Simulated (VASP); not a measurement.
# AlGaN2 (P-4m2) in VASP: G0W0 quasiparticle levels with r2SCAN

Aim: the G0W0 quasiparticle levels of AlGaN2 with r2SCAN.

All numbers are computed with VASP 6.6.1; they aren't measurements. Logs are shortened: lines on timing, memory, paths and dates and some standing lists are left out, and cuts for length are marked.

## (1) The cell of the first run

The structure is tetragonal, space group P-4m2 (No. 115). Conventional cell: a = 3.138 Å, b = 3.138 Å, c = 4.423 Å, α = 90.00°, β = 90.00°, γ = 90.00°. Al (site symmetry -4m2) has 4 N at 1.89 Å within 2.5 Å. Within 2.6 Å of Ga (site symmetry -4m2) lie 4 N at 1.95 Å. N (site symmetry 2mm) has 2 Al at 1.89 Å and 2 Ga at 1.95 Å within 2.5 Å.

## (2) G0W0 quasiparticle levels, r2SCAN

Input file POSCAR:

```
AlGaN2
1.0
    3.1384692830      0.0000000000      0.0000000000
    0.0000000000      3.1384692830      0.0000000000
    0.0000000000      0.0000000000      4.4227212057
Al Ga N
1 1 2
Direct
    0.5000000000      0.5000000000      0.5000000000
    0.0000000000      0.0000000000      0.0000000000
    0.5000000000      0.0000000000      0.7390927671
    0.0000000000      0.5000000000      0.2609072329
```

Input file INCAR.step1:

```
PREC = Accurate ; ENCUT = 500
EDIFF = 1E-8 ; ISMEAR = 0
SIGMA = 0.01 ; LREAL = F
LASPH = T ; NELM = 80
ALGO = Normal ; LWAVE = T
LCHARG = F ; METAGGA = R2SCAN
LMIXTAU = T
```

Input file INCAR.step2:

```
PREC = Accurate ; ENCUT = 500
EDIFF = 1E-8 ; ISMEAR = 0
SIGMA = 0.01 ; LREAL = F
LASPH = T ; NELM = 1
ALGO = Exact ; LWAVE = T
LCHARG = F ; METAGGA = R2SCAN
LMIXTAU = T ; NBANDS = 176
LOPTICS = T ; ISTART = 1
```

Input file INCAR.step3:

```
PREC = Accurate ; ENCUT = 500
EDIFF = 1E-8 ; ISMEAR = 0
SIGMA = 0.01 ; LREAL = F
LASPH = T ; ALGO = EVGW0
LWAVE = F ; LCHARG = F
METAGGA = R2SCAN ; LMIXTAU = T
NELMGW = 1 ; NBANDS = 176
ENCUTGW = 140.0 ; NOMEGA = 96
PRECFOCK = Fast ; ISTART = 1
NBANDSGW = 21 ; OMEGAMAX = 20
```

Input file KPOINTS:

```
Automatic mesh
0
Gamma
  4 4 4
```

Potentials or basis: VASP PAW PBE potentials, release 64 (Al_GW, Ga_d_GW, N_GW).

Launch:

```sh
$ cat potpaw_PBE.64/Al_GW/POTCAR potpaw_PBE.64/Ga_d_GW/POTCAR potpaw_PBE.64/N_GW/POTCAR > POTCAR
$ cp INCAR.step1 INCAR
$ mpirun -np 1 vasp_std > vasp.out
$ cp INCAR.step2 INCAR
$ mpirun -np 1 vasp_std > vasp.out
$ cp INCAR.step3 INCAR
$ mpirun -np 1 vasp_std > vasp.out
```

OUTCAR:

```text
PREC = Accurate
   ENCUT = 500
   EDIFF = 1E-8
   ISMEAR = 0
   LREAL = F
   LASPH = T
   METAGGA = R2SCAN
   NELMGW = 1
   ENCUTGW = 140.0
   PRECFOCK = Fast
   ISTART = 1

 ion  position               nearest neighbor table
   1  0.500  0.500  0.500-   3 1.89   4 1.89   3 1.89   4 1.89
   2  0.000  0.000  0.000-   3 1.95   4 1.95   4 1.95   3 1.95
   3  0.500  0.000  0.739-   1 1.89   1 1.89   2 1.95   2 1.95
   4  0.000  0.500  0.261-   1 1.89   1 1.89   2 1.95   2 1.95

  LATTYP: Found a simple tetragonal cell.
 ALAT       =     3.1384692830
 C/A-ratio  =     1.4091969068

  Lattice vectors:

 A1 = (   3.1384692830,   0.0000000000,   0.0000000000)
 A2 = (   0.0000000000,   3.1384692830,   0.0000000000)
 A3 = (   0.0000000000,   0.0000000000,   4.4227212057)

Analysis of symmetry for initial positions (statically):
=====================================================================
 Subroutine PRICEL returns:
 Original cell was already a primitive cell.

 Routine SETGRP: Setting up the symmetry group for a
 simple tetragonal supercell.

 Subroutine GETGRP returns: Found  8 space group operations
 (whereof  8 operations were pure point group operations)
 out of a pool of 16 trial point group operations.

The static configuration has the point symmetry D_2d.

Analysis of symmetry for dynamics (positions and initial velocities):
=====================================================================
 Subroutine PRICEL returns:
 Original cell was already a primitive cell.

 Routine SETGRP: Setting up the symmetry group for a
 simple tetragonal supercell.

 Subroutine GETGRP returns: Found  8 space group operations
 (whereof  8 operations were pure point group operations)
 out of a pool of 16 trial point group operations.

The dynamic configuration has the point symmetry D_2d.

 Subroutine INISYM returns: Found  8 space group operations
 (whereof  8 operations are pure point group operations),
 and found     1 'primitive' translations

----------------------------------------------------------------------------------------

                                     Primitive cell

  volume of cell :      43.5638

  direct lattice vectors                    reciprocal lattice vectors
     3.138469283  0.000000000  0.000000000     0.318626665  0.000000000  0.000000000
     0.000000000  3.138469283  0.000000000     0.000000000  0.318626665  0.000000000
     0.000000000  0.000000000  4.422721206     0.000000000  0.000000000  0.226105141

  length of vectors
     3.138469283  3.138469283  4.422721206     0.318626665  0.318626665  0.226105141

  position of ions in fractional coordinates (direct lattice)
     0.500000000  0.500000000  0.500000000
     0.000000000  0.000000000  0.000000000
     0.500000000  0.000000000  0.739092767
     0.000000000  0.500000000  0.260907233

  ion indices of the primitive-cell ions
   primitive index   ion index
                 1           1
                 2           2
                 3           3
                 4           4

----------------------------------------------------------------------------------------

 KPOINTS: Automatic mesh

Automatic generation of k-mesh.
 Grid dimensions read from file:
 generate k-points for:    4    4    4

 Generating k-lattice:

  Cartesian coordinates                     Fractional coordinates (reciprocal lattice)
     0.079656666  0.000000000  0.000000000     0.250000000  0.000000000  0.000000000
     0.000000000  0.079656666  0.000000000     0.000000000  0.250000000  0.000000000
     0.000000000  0.000000000  0.056526285     0.000000000  0.000000000  0.250000000

  Length of vectors
     0.079656666  0.079656666  0.056526285

  Shift w.r.t. Gamma in fractional coordinates (k-lattice)
     0.000000000  0.000000000  0.000000000

 Subroutine IBZKPT returns following result:
 ===========================================

 Found     18 irreducible k-points:

 Following reciprocal coordinates:
            Coordinates               Weight
  0.000000  0.000000  0.000000      1.000000
  0.250000  0.000000  0.000000      4.000000
  0.500000  0.000000  0.000000      2.000000
  0.250000  0.250000  0.000000      4.000000
  0.500000  0.250000  0.000000      4.000000
  0.500000  0.500000  0.000000      1.000000
[... 10 lines left out ...]
  0.500000  0.250000  0.500000      4.000000
  0.500000  0.500000  0.500000      1.000000
   k-points           NKPTS =     18   k-points in BZ     NKDIM =     64   number of bands    NBANDS=    176
   number of dos      NEDOS =    301   number of ions     NIONS =      4
   total plane-waves  NPLWV =  18432
   dimension x,y,z NGX =    24 NGY =   24 NGZ =   32
   dimension x,y,z NGXF=    48 NGYF=   48 NGZF=   64
   ions per type =               1   1   2
   NGX,Y,Z   is equivalent  to a cutoff of  12.71, 12.71, 12.03 a.u.
   NGXF,Y,Z  is equivalent  to a cutoff of  25.43, 25.43, 24.06 a.u.
 SYSTEM =  unknown system
   PREC   = accura    normal or accurate (medium, high low for compatibility)
   ISTART =      1    job   : 0-new  1-cont  2-samecut
   ICHARG =      0    charge: 1-file 2-atom 10-const
   ISPIN  =      1    spin polarized calculation?
   LNONCOLLINEAR =      F non collinear calculations
   LSORBIT =      F    spin-orbit coupling
   LASPH  =      T    aspherical Exc in radial PAW
   ENCUT  =  500.0 eV  36.75 Ry    6.06 a.u.   5.72  5.72  8.06*2*pi/ulx,y,z
   NELM   =     60;   NELMIN=  2; NELMDL=  0     # of ELM steps
   EDIFF  = 0.1E-07   stopping-criterion for ELM
   LREAL  =      F    real-space projection
   EDIFFG = 0.1E-06   stopping-criterion for IOM
   NSW    =      0    number of steps for IOM
   IBRION =     -1    ionic relax: 0-MD 1-quasi-New 2-CG
   NFREE  =      0    steps in history (QN), initial steepest desc. (CG)
   ISIF   =      0    stress and relaxation
   ISYM   =      3    0-nonsym 1-usesym 2-fastsym
   POTIM  = 0.5000    time-step for ionic-motion
   TEBEG  =    0.0;   TEEND  =   0.0 temperature during run
   PSTRESS=    0.0 pullay stress
   NELECT =      26.0000    total number of electrons
   NUPDOWN=      -1.0000    fix difference up-down
   EMIN   =  10.00;   EMAX   =-10.00  energy-range for DOS
   EFERMI =   0.00;   METHOD = LEGACY
   ISMEAR =     0;   SIGMA  =   0.01  broadening in eV -4-tet -1-fermi 0-gaus
   EFERMI_NEDOS =   21; number of points for ismear=-14 and -15
   IALGO  =     38    algorithm
   IMIX   =      4    mixing-type and parameters
     AMIX     =   0.40;   BMIX     =  1.00
     AMIX_MAG =   1.60;   BMIX_MAG =  1.00
  volume/ion in A,a.u.               =      10.89        73.50
  Fermi-wavevector in a.u.,A,eV,Ry     =   1.378344  2.604692 25.848772  1.899831
  Thomas-Fermi vector in A             =   2.503414
   LORBIT       =      0    0 simple, 1 ext, 2 COOP (PROOUT), +10 PAW based schemes
   METAGGA = R2SCAN    functional components
   LHFCALC =     T    Hartree Fock is set to
   PRECFOCK=fast      Normal, Fast or Accurate (Low or Medium for compatibility)
   ENCUT4O =  -1.0   cutoff for four orbital integrals eV
   NKREDX  =     1    reduce k-point grid by
   NKREDY  =     1    reduce k-point grid by
   NKREDZ  =     1    reduce k-point grid by
   AEXX    =    1.0000 exact exchange contribution
   HFSCREEN=    0.0000 screening length (either q_TF or 0.3 A-1)
   HFSCREENC=   0.0000 screening length for correlation (either q_TF or 0.3 A-1)
   ENCUTFOCK=  -1.0 apply spherical cutoff to Coloumb kernel
   IVDW    =     0    specifies the selected vdW correction
   LEPSILON=     F    determine dielectric tensor
   LRPA    =     F    only Hartree local field effects (RPA)
   LRPAFORCE           =     F    calculate RPA forces
   ENCUTGW             = 140.0    cutoff for response function in eV
   ENCUTGWSOFT         = 112.0    soft cutoff for Coulomb kernel in GW response function in eV
   ENCUTLF             =  -1.0    cutoff for local field effects
   NELMGW              =     1    number of iterations in solving QP/BSE equation
   NELMHF              =     1    number of iterations in the inner HF iteration
   NKREDLFX            =     1    NKREDLFY  =   1   NKREDLFZ  =   1
 non-spin polarized calculation
 Gauss-broadening in eV      SIGMA  =   0.01
  energy-cutoff  :      500.00
  volume of cell :       43.56
 maximum number of plane-waves:      1136
 NGX is ok and might be reduce to    24
  NGX = 14; NGY = 14; NGZ = 20
   NGX = 11   NGY = 11   NGZ = 17
 maximum number of plane-waves:       184
 NGX is ok and might be reduce to    14

 QP shifts <psi_nk| G(iteration)W_0 |psi_nk>: iteration 1
 for sc-GW calculations column KS-energies equals QP-energies in previous step
 and V_xc(KS)=  KS-energies - (<T + V_ion + V_H > + <T+V_H+V_ion>^1  + <V_x>^1)

 k-point   1 :       0.0000    0.0000    0.0000
  band No.  KS-energies  QP-energies   sigma(KS)   V_xc(KS)     V^pw_x(r,r')   Z            occupation Imag(sigma)

      1     -11.4795     -12.0663     -16.9449     -16.1174     -24.8882       0.7092       2.0000       1.0743
      2      -9.9079     -11.3006     -21.9090     -20.0029     -30.3283       0.7307       2.0000       0.5451
      3      -8.5533     -11.1648     -26.1667     -22.6951     -35.1487       0.7523       2.0000       0.1435
      4      -8.5533     -11.1648     -26.1667     -22.6951     -35.1487       0.7523       2.0000       0.1435
      5      -8.4814     -11.1321     -26.0643     -22.5377     -34.9425       0.7516       2.0000       0.1097
      6      -8.3246     -11.0249     -26.4445     -22.8732     -35.3896       0.7561       2.0000       0.0965
[... 13 lines left out ...]
     20      18.6147      19.3312     -12.8768     -13.8278      -6.9411       0.7535       0.0000      -0.1852
     21      20.8721      21.4683     -10.9605     -11.7424      -4.8218       0.7625       0.0000      -0.2484

 k-point   2 :       0.2500    0.0000    0.0000
  band No.  KS-energies  QP-energies   sigma(KS)   V_xc(KS)     V^pw_x(r,r')   Z            occupation Imag(sigma)

      1     -10.9907     -11.6162     -17.5626     -16.6940     -25.5058       0.7201       2.0000       1.0030
      2      -9.9295     -11.2693     -21.7089     -19.8667     -30.1031       0.7273       2.0000       0.5641
      3      -8.5439     -11.1602     -26.1851     -22.7112     -35.1711       0.7531       2.0000       0.1427
      4      -8.5404     -11.1086     -25.7847     -22.3677     -34.6675       0.7516       2.0000       0.1533
      5      -8.3864     -11.0181     -26.0624     -22.5695     -34.9522       0.7534       2.0000       0.1221
      6      -8.3631     -11.0518     -26.3728     -22.8106     -35.3075       0.7548       2.0000       0.0985
[... 13 lines left out ...]
     20      17.8289      18.5417     -12.2601     -13.1864      -6.6711       0.7695       0.0000      -0.1448
     21      19.2389      19.6913     -10.1483     -10.7247      -4.4803       0.7850       0.0000      -0.1986
[... 358 lines left out ...]
      5      -8.3669     -11.0349     -26.2782     -22.7454     -35.2083       0.7552       2.0000       0.1081
      6      -7.5932      -9.4609     -23.7926     -21.2839     -32.1683       0.7445       2.0000       0.3279
[... 13 lines left out ...]
     20      17.5711      18.2621     -11.4469     -12.3346      -6.1318       0.7784       0.0000      -0.1194
     21      18.1410      18.7131     -11.0804     -11.8084      -5.6705       0.7859       0.0000      -0.1511

 k-point  18 :       0.5000    0.5000    0.5000
  band No.  KS-energies  QP-energies   sigma(KS)   V_xc(KS)     V^pw_x(r,r')   Z            occupation Imag(sigma)

      1      -9.9228     -11.2647     -21.7480     -19.9149     -30.1747       0.7321       2.0000       0.5697
      2      -9.9228     -11.2647     -21.7480     -19.9149     -30.1747       0.7321       2.0000       0.5697
      3      -8.5292     -11.1750     -25.9957     -22.4806     -34.8664       0.7527       2.0000       0.1130
      4      -8.3842     -11.0356     -26.4223     -22.9075     -35.4229       0.7543       2.0000       0.1302
      5      -8.3446     -11.0296     -26.3389     -22.7889     -35.2779       0.7563       2.0000       0.1052
      6      -7.1617      -8.7996     -23.2610     -21.0553     -31.4576       0.7426       2.0000       0.3658
[... 13 lines left out ...]
     20      17.3070      17.7040     -10.5630     -11.0625      -5.5149       0.7945       0.0000      -0.1008
     21      17.5580      18.3394     -11.7401     -12.7405      -6.4673       0.7811       0.0000      -0.1061
```

Wall time 10 min (1 thread of Intel Xeon 6975P-C (Granite Rapids), shared host); peak memory 0.66 GiB.

What came out:

```yaml
Quasiparticle_gap: 4.50 eV
Least_direct_quasiparticle_gap: 4.50 eV
Band_gap_of_the_starting_levels_on_the_mesh: 3.36 eV
Least_direct_gap_of_the_starting_levels_on_the_mesh: 3.36 eV
```

Caveat: the k points lie up to 0.50 Å⁻¹ apart; bands, screening cutoff and mesh are small and nothing is extrapolated, so the quasiparticle values aren't converged.
